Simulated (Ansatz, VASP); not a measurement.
**Two plane-wave programs on SnO**

Contents of INCAR:

```
SYSTEM = SnO
PREC = Accurate
ENCUT = 910
EDIFF = 1E-8
ISMEAR = -1
SIGMA = 0.01
LREAL = .False.
LASPH = .True.
NELM = 120
ALGO = Normal
ISIF = 2
LWAVE = .False.
LCHARG = .False.
GGA = PS
LEFG = .True.
NBANDS = 28
GGA_COMPAT = .False.
```

The input KPOINTS:

```
regular mesh
0
Gamma
  8 8 6
  0 0 0
```

The input POSCAR:

```
SnO
1.0
    3.7639800000      0.0000000000      0.0000000000
    0.0000000000      3.7639800000      0.0000000000
    0.0000000000      0.0000000000      4.8360000000
Sn O
2 2
Direct
    0.0000000000      0.5000000000      0.2385000000
    0.5000000000      0.0000000000      0.7615000000
    0.0000000000      0.0000000000      0.0000000000
    0.5000000000      0.5000000000      0.0000000000
```

Input for Ansatz:

```yaml
crystal:
  lattice:
    - [3.76398, 0.0, 0.0]
    - [0.0, 3.76398, 0.0]
    - [0.0, 0.0, 4.836]
  atoms:
    - { symbol: Sn, position: [0.0, 0.5, 0.2385] }
    - { symbol: Sn, position: [0.5, 0.0, 0.7615] }
    - { symbol: O, position: [0.0, 0.0, 0.0] }
    - { symbol: O, position: [0.5, 0.5, 0.0] }
kpoints:
  mp_grid: { grid: [8, 8, 6] }
scf:
  occupations: { method: fermi_dirac, width: 0.01 }
hamiltonian:
  xc: pbesol
  pseudopotentials: { kind: paw }
output:
  forces: true
  stress: true
  eigenvalues: true
  efg: { contact_densities: true }
```

Change from the starting cell: equal xx and yy strain of -1 %, PAW files.

Alike in both runs: task electric field gradients; functional PBEsol; k mesh 8 × 8 × 6; occupations fermi-dirac, width 0.01 eV; no spin polarisation.

|  | VASP | Ansatz |
| --- | --- | --- |
| version | VASP 6.6.1 | Ansatz 0.2.0 |
| potentials or method | VASP PAW PBE potentials, release 64 (Sn_d, O_h) | PAW with Ansatz's default frozen-core files, scalar-relativistic |
| plane-wave cutoff (eV) | 910 | 420 |
| valence electrons in the cell | 40 | 40 |

VASP gave:

```
rms of the force components (eV/Å)                   : 0.163
size of Vzz on the site where it differs most (V/Å²) : 167.1
```

Task: Estimate Ansatz's values.

Result: rms of the force components (eV/Å): 0.128; size of Vzz on the site where it differs most (V/Å²): 176.6.

VASP's potentials were made for PBE, not for PBEsol. Atom by atom the forces differ by 0.035 eV/Å (rms over components). The functional is the same, so the differences come from potentials, cutoffs and numerics.

Noted on VASP's run: the cutoff is short for stress, so the pressure is rough.
